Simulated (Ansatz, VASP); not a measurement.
## YSe2: VASP beside Ansatz

File INCAR:

```
ALGO = Normal ; EDIFF = 1E-7
ENCUT = 520 ; GGA = PE
ISIF = 2 ; ISMEAR = 0
LASPH = True ; LCHARG = False
LREAL = False ; LWAVE = False
NBANDS = 32 ; NELM = 100
PREC = Accurate ; SIGMA = 0.01
```

The input KPOINTS:

```
k-points
0
Gamma
  6 6 6
```

File POSCAR:

```
YSe2
1.0
   -2.0224638504      2.8214635530      6.6176941133
    2.0224638504     -2.8214635530      6.6176941133
    2.0224638504      2.8214635530     -6.6176941133
Y Se
2 4
Direct
    0.8494990156      0.8494990156      0.0000000000
    0.1505009844      0.1505009844      0.0000000000
    0.7062520812      0.2062520812      0.5000000000
    0.2937479188      0.7937479188      0.5000000000
    0.7883841575      0.5000000000      0.2883841575
    0.2116158425      0.5000000000      0.7116158425
```

Input for Ansatz:

```yaml
crystal:
  lattice:
    - [-2.0224638504, 2.821463553, 6.6176941133]
    - [2.0224638504, -2.821463553, 6.6176941133]
    - [2.0224638504, 2.821463553, -6.6176941133]
  atoms:
    - { symbol: "Y", position: [0.8494990156, 0.8494990156, 0.0] }
    - { symbol: "Y", position: [0.1505009844, 0.1505009844, 0.0] }
    - { symbol: Se, position: [0.7062520812, 0.2062520812, 0.5] }
    - { symbol: Se, position: [0.2937479188, 0.7937479188, 0.5] }
    - { symbol: Se, position: [0.7883841575, 0.5, 0.2883841575] }
    - { symbol: Se, position: [0.2116158425, 0.5, 0.7116158425] }
kpoints:
  mp_grid: { grid: [6, 6, 6] }
hamiltonian:
  xc: pbe
scf:
  occupations: { method: fixed }
  n_extra_bands: 5
output:
  forces: true
  stress: true
  eigenvalues: true
```

Alike in both runs: task single point; functional PBE; k mesh 6 × 6 × 6; no spin polarisation.

```csv
,VASP,Ansatz
version,VASP 6.6.1,Ansatz 0.2.0
potentials or method,"VASP PAW PBE potentials, release 64 (Y_sv, Se)","plane waves, PAW"
plane-wave cutoff (eV),520,420
occupations,"gaussian, width 0.01 eV",fixed
valence electrons in the cell,46,86
```

```csv
,VASP,Ansatz,Ansatz less VASP
gap on the k mesh at the Fermi level (eV),0.17,0.17,-0.001
pressure (GPa),2.1,2.1,-0.05
"traceless stress, the component that is largest in VASP (GPa)",0.29,0.24,-0.056
rms of the force components (eV/Å),0.128,0.117,-0.0108
```

Atom by atom the forces differ by 0.012 eV/Å (rms over components). VASP's potentials hold 46 valence electrons a cell and Ansatz's 86, so a difference there can come from the potentials and not from the codes.
